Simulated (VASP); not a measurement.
# CuO in VASP: single point with LDA

Aim: the single point of CuO with LDA.

All numbers are computed with VASP 6.6.1; they aren't measurements. Logs are shortened: lines on timing, memory, paths and dates and some standing lists are left out, and cuts for length are marked.

### 1 The cell of the first run

The typed cell holds 4 atoms: a = 2.853 Å, b = 2.853 Å, c = 5.044 Å, α = 90.01°, β = 90.01°, γ = 89.79°.

### 2 Single point, LDA

Contents of INCAR:

```
SYSTEM = CuO
  ALGO = Normal
  EDIFF = 1E-6
  ENCUT = 520
  GGA = CA
  ISIF = 2
  ISMEAR = 0
  LASPH = .TRUE.
  LCHARG = .FALSE.
  LREAL = .FALSE.
  LWAVE = .FALSE.
  NBANDS = 25
  NELM = 100
  PREC = Accurate
  SIGMA = 0.1
```

Contents of KPOINTS:

```
k-points
0
G
  14 14 8
  0 0 0
```

Contents of POSCAR:

```
CuO
1.0
    2.0146529568     -2.0135369856      0.1583126425
    2.0146529568      2.0135369856      0.1583126425
   -0.3960545193      0.0000000000      5.0288102418
Cu O
2 2
Direct
    0.0000000000      0.5000000000      0.0000000000
    0.5000000000      0.0000000000      0.5000000000
    0.5000438040      0.4999561960      0.2500000000
    0.4999561960      0.5000438040      0.7500000000
```

Potentials or basis: VASP PAW LDA potentials, release 64 (Cu, O).

The run is started by

```bash
$ cat potpaw_LDA.64/Cu/POTCAR potpaw_LDA.64/O/POTCAR > POTCAR
$ mpirun -np 1 vasp_std > vasp.out
```

OUTCAR:

```text
SYSTEM = CuO
   EDIFF = 1E-6
   ENCUT = 520
   GGA = CA
   ISIF = 2
   ISMEAR = 0
   LASPH = .TRUE.
   LREAL = .FALSE.
   NELM = 100
   PREC = Accurate

 ion  position               nearest neighbor table
   1  0.000  0.500  0.000-   3 1.90   4 1.90   4 1.90   3 1.90
   2  0.500  0.000  0.500-   4 1.90   3 1.90   4 1.90   3 1.90
   3  0.500  0.500  0.250-   2 1.90   1 1.90   2 1.90   1 1.90
   4  0.500  0.500  0.750-   1 1.90   2 1.90   2 1.90   1 1.90

  LATTYP: Found a base centered monoclinic cell.
 ALAT       =     4.0417270710
 B/A-ratio  =     0.9963745450
 C/A-ratio  =     1.2480759083
 COS(beta)  =    -0.0001754139

  Lattice vectors:

 A1 = (   2.0146529568,  -2.0135369856,   0.1583126425)
 A2 = (   2.0146529568,   2.0135369856,   0.1583126425)
 A3 = (  -0.3960545193,   0.0000000000,   5.0288102418)

Analysis of symmetry for initial positions (statically):
=====================================================================
 Subroutine PRICEL returns:
 Original cell was already a primitive cell.

 Routine SETGRP: Setting up the symmetry group for a
 base centered monoclinic supercell.

 Subroutine GETGRP returns: Found  4 space group operations
 (whereof  2 operations were pure point group operations)
 out of a pool of  4 trial point group operations.

The static configuration has the point symmetry S_2 .
 The point group associated with its full space group is C_2h.

Analysis of symmetry for dynamics (positions and initial velocities):
=====================================================================
 Subroutine PRICEL returns:
 Original cell was already a primitive cell.

 Routine SETGRP: Setting up the symmetry group for a
 base centered monoclinic supercell.

 Subroutine GETGRP returns: Found  4 space group operations
 (whereof  2 operations were pure point group operations)
 out of a pool of  4 trial point group operations.

The dynamic configuration has the point symmetry S_2 .
 The point group associated with its full space group is C_2h.

 Subroutine INISYM returns: Found  4 space group operations
 (whereof  2 operations are pure point group operations),
 and found     1 'primitive' translations

----------------------------------------------------------------------------------------

                                     Primitive cell

  volume of cell :      41.0520

  direct lattice vectors                    reciprocal lattice vectors
     2.014652957 -2.013536986  0.158312642     0.246655207 -0.248319253  0.019425849
     2.014652957  2.013536986  0.158312642     0.246655207  0.248319253  0.019425849
    -0.396054519  0.000000000  5.028810242    -0.015529971  0.000000000  0.197631097

  length of vectors
     2.852756671  2.852756671  5.044382185     0.350540449  0.350540449  0.198240335

  position of ions in fractional coordinates (direct lattice)
     0.000000000  0.500000000  1.000000000
     0.500000000  0.000000000  0.500000000
     0.500043804  0.499956196  0.250000000
     0.499956196  0.500043804  0.750000000

  ion indices of the primitive-cell ions
   primitive index   ion index
                 1           1
                 2           2
                 3           3
                 4           4

----------------------------------------------------------------------------------------

 KPOINTS: k-points

Automatic generation of k-mesh.
 Grid dimensions read from file:
 generate k-points for:   14   14    8

 Generating k-lattice:

  Cartesian coordinates                     Fractional coordinates (reciprocal lattice)
     0.017618229 -0.017737089  0.001387561     0.071428571  0.000000000  0.000000000
     0.017618229  0.017737089  0.001387561     0.000000000  0.071428571  0.000000000
    -0.001941246  0.000000000  0.024703887    -0.000000000 -0.000000000  0.125000000

  Length of vectors
     0.025038603  0.025038603  0.024780042

  Shift w.r.t. Gamma in fractional coordinates (k-lattice)
     0.000000000  0.000000000  0.000000000

 Subroutine IBZKPT returns following result:
 ===========================================

 Found    429 irreducible k-points:

 Following reciprocal coordinates:
            Coordinates               Weight
  0.000000  0.000000  0.000000      1.000000
  0.071429  0.000000 -0.000000      4.000000
  0.142857 -0.000000  0.000000      4.000000
  0.214286 -0.000000  0.000000      4.000000
  0.285714  0.000000  0.000000      4.000000
  0.357143 -0.000000  0.000000      4.000000
[... 16 lines left out ...]
  0.214286  0.142857  0.000000      4.000000
  0.285714  0.142857 -0.000000      4.000000
 [... further k-points ...]
   k-points           NKPTS =    429   k-points in BZ     NKDIM =    429   number of bands    NBANDS=     25
   number of dos      NEDOS =    301   number of ions     NIONS =      4
   total plane-waves  NPLWV =  23040
   dimension x,y,z NGX =    24 NGY =   24 NGZ =   40
   dimension x,y,z NGXF=    48 NGYF=   48 NGZF=   80
   ions per type =               2   2
   NGX,Y,Z   is equivalent  to a cutoff of  13.99, 13.99, 13.18 a.u.
   NGXF,Y,Z  is equivalent  to a cutoff of  27.97, 27.97, 26.37 a.u.
 SYSTEM =  CuO
   PREC   = accura    normal or accurate (medium, high low for compatibility)
   ISTART =      0    job   : 0-new  1-cont  2-samecut
   ICHARG =      2    charge: 1-file 2-atom 10-const
   ISPIN  =      1    spin polarized calculation?
   LNONCOLLINEAR =      F non collinear calculations
   LSORBIT =      F    spin-orbit coupling
   LASPH  =      T    aspherical Exc in radial PAW
   ENCUT  =  520.0 eV  38.22 Ry    6.18 a.u.   5.30  5.30  9.38*2*pi/ulx,y,z
   NELM   =    100;   NELMIN=  2; NELMDL= -5     # of ELM steps
   EDIFF  = 0.1E-05   stopping-criterion for ELM
   LREAL  =      F    real-space projection
   EDIFFG = 0.1E-04   stopping-criterion for IOM
   NSW    =      0    number of steps for IOM
   IBRION =     -1    ionic relax: 0-MD 1-quasi-New 2-CG
   NFREE  =      0    steps in history (QN), initial steepest desc. (CG)
   ISIF   =      2    stress and relaxation
   ISYM   =      2    0-nonsym 1-usesym 2-fastsym
   POTIM  = 0.5000    time-step for ionic-motion
   TEBEG  =    0.0;   TEEND  =   0.0 temperature during run
   PSTRESS=    0.0 pullay stress
   NELECT =      34.0000    total number of electrons
   NUPDOWN=      -1.0000    fix difference up-down
   EMIN   =  10.00;   EMAX   =-10.00  energy-range for DOS
   EFERMI =   0.00;   METHOD = LEGACY
   ISMEAR =     0;   SIGMA  =   0.10  broadening in eV -4-tet -1-fermi 0-gaus
   EFERMI_NEDOS =   21; number of points for ismear=-14 and -15
   IALGO  =     38    algorithm
   IMIX   =      4    mixing-type and parameters
     AMIX     =   0.40;   BMIX     =  1.00
     AMIX_MAG =   1.60;   BMIX_MAG =  1.00
  volume/ion in A,a.u.               =      10.26        69.26
  Fermi-wavevector in a.u.,A,eV,Ry     =   1.537410  2.905283 32.159119  2.363629
  Thomas-Fermi vector in A             =   2.643922
   LORBIT       =      0    0 simple, 1 ext, 2 COOP (PROOUT), +10 PAW based schemes
   GGA     = CA    functional components
   LHFCALC =     F    Hartree Fock is set to
   AEXX    =    0.0000 exact exchange contribution
   IVDW    =     0    specifies the selected vdW correction
   LEPSILON=     F    determine dielectric tensor
   LRPA    =     F    only Hartree local field effects (RPA)
 non-spin polarized calculation
 Gauss-broadening in eV      SIGMA  =   0.10
  energy-cutoff  :      520.00
  volume of cell :       41.05
 maximum number of plane-waves:      1138
 NGX is ok and might be reduce to    24
   NGX = 11   NGY = 11   NGZ = 19

 number of electron      33.9999977 magnetization

 Free energy of the ion-electron system (eV)
  ---------------------------------------------------
  ext. energy  EPLUGINS =         0.00000000
  ---------------------------------------------------
  free energy    TOTEN  =       -23.32947129 eV

  energy without entropy =      -23.31674609  energy(sigma->0) =      -23.32310869

 E-fermi :   5.5781     XC(G=0): -12.2744

 val. band max:        5.5718700426   @ k =   0.5000   0.0714   0.2500
 cond. band min:       5.5794818063   @ k =   0.3571  -0.0000   0.1250
 fundamental gap:      0.0076117637
 Fermi energy:         5.5780538254

 k-point     1 :       0.0000    0.0000    0.0000
  band No.  band energies     occupation
      1     -14.6308      2.00000
      2     -13.0671      2.00000
      3      -3.3696      2.00000
      4      -0.4402      2.00000
      5      -0.4321      2.00000
      6       1.3580      2.00000
[... 17 lines left out ...]
     24      20.4107      0.00000
     25      20.5708      0.00000

 k-point     2 :       0.0714    0.0000   -0.0000
  band No.  band energies     occupation
      1     -14.5976      2.00000
      2     -13.0573      2.00000
      3      -3.3175      2.00000
      4      -0.4687      2.00000
      5      -0.4207      2.00000
      6       1.0658      2.00000
[... 17 lines left out ...]
     24      20.5099      0.00000
     25      20.6195      0.00000

 k-point     3 :       0.1429   -0.0000    0.0000
  band No.  band energies     occupation
      1     -14.5026      2.00000
      2     -13.0305      2.00000
      3      -3.1682      2.00000
      4      -0.5475      2.00000
      5      -0.3781      2.00000
      6       0.3866      2.00000
[... 17 lines left out ...]
     24      20.6974      0.00000
     25      20.8802      0.00000

 k-point     4 :       0.2143   -0.0000    0.0000
  band No.  band energies     occupation
      1     -14.3604      2.00000
      2     -12.9911      2.00000
      3      -2.9432      2.00000
      4      -0.6333      2.00000
      5      -0.3887      2.00000
      6      -0.3149      2.00000
[... 17 lines left out ...]
     24      20.6265      0.00000
     25      21.0368      0.00000
[... 477 lines left out ...]
 k-point    22 :       0.1429    0.1429    0.0000
  band No.  band energies     occupation
      1     -14.3768      2.00000
      2     -12.9962      2.00000
      3      -2.9660      2.00000
      4      -0.5272      2.00000
      5      -0.4386      2.00000
      6       0.2799      2.00000
[... 17 lines left out ...]
     24      18.6298      0.00000
     25      20.9720      0.00000

 k-point    23 :       0.2143    0.1429    0.0000
  band No.  band energies     occupation
      1     -14.2371      2.00000
      2     -12.9591      2.00000
      3      -2.7390      2.00000
      4      -0.5832      2.00000
      5      -0.3903      2.00000
      6      -0.3512      2.00000
[... 17 lines left out ...]
     24      18.5561      0.00000
     25      21.0515      0.00000

 k-point    24 :       0.2857    0.1429   -0.0000
  band No.  band energies     occupation
      1     -14.0746      2.00000
      2     -12.9173      2.00000
      3      -2.4716      2.00000
      4      -1.0533      2.00000
      5      -0.6184      2.00000
      6      -0.3218      2.00000
[... 17 lines left out ...]
     24      18.8964      0.00000
     25      20.7560      0.00000

 [... further k-points ...]
[... 5 lines left out ...]
  --------------------------------------------------------------------------------------
  -------------------------------------------------------------------------------------
  Total        0.2224968      0.2328456      0.3781550      0.0000000      0.0000000     -0.0115795
  in kB        8.6836003      9.0874933     14.7586256      0.0000000      0.0000000     -0.4519253
  external PRESSURE =      10.8432397 kB  Pullay stress =       0.0000000 kB

 VOLUME and BASIS-vectors are now :
 -----------------------------------------------------------------------------
  energy-cutoff  :      520.00
  volume of cell :       41.05
      direct lattice vectors                 reciprocal lattice vectors
     2.014652957 -2.013536986  0.158312642     0.246655207 -0.248319253  0.019425849
     2.014652957  2.013536986  0.158312642     0.246655207  0.248319253  0.019425849
    -0.396054519  0.000000000  5.028810242    -0.015529971  0.000000000  0.197631097

 POSITION                                       TOTAL-FORCE (eV/Angst)
 -----------------------------------------------------------------------------------
      1.00733      1.00677      0.07916         0.000000      0.000000     -0.000000
      0.80930     -1.00677      2.59356         0.000000     -0.000000     -0.000000
      1.91564     -0.00018      1.41552        -0.000000     -0.000159      0.000000
      1.71761      0.00018      3.92992        -0.000000      0.000159      0.000000
 -----------------------------------------------------------------------------------
    total drift:                                0.000000      0.000000     -0.000000

  FREE ENERGIE OF THE ION-ELECTRON SYSTEM (eV)
  ---------------------------------------------------
  free  energy   TOTEN  =       -23.3294712946 eV

  energy  without entropy=      -23.3167460920  energy(sigma->0) =      -23.32310869
```

It took 2.4 min on 1 thread of Intel Xeon Platinum 8481C at 2.70GHz (Sapphire Rapids), shared host; peak memory 0.44 GiB.

Results:

- Free energy: -23.3295 eV
- Pressure: 1.1 GPa
- Band gap on the k mesh: zero (bands 17 and 18 overlap by 1.22 eV)

Stress tensor (GPa, compression positive):
```
 0.87  0.00 -0.05
 0.00  0.91  0.00
-0.05  0.00  1.48
```

Caveat: semilocal functionals often make such compounds metallic where correlation or magnetic order opens a gap, which also shifts bond lengths.
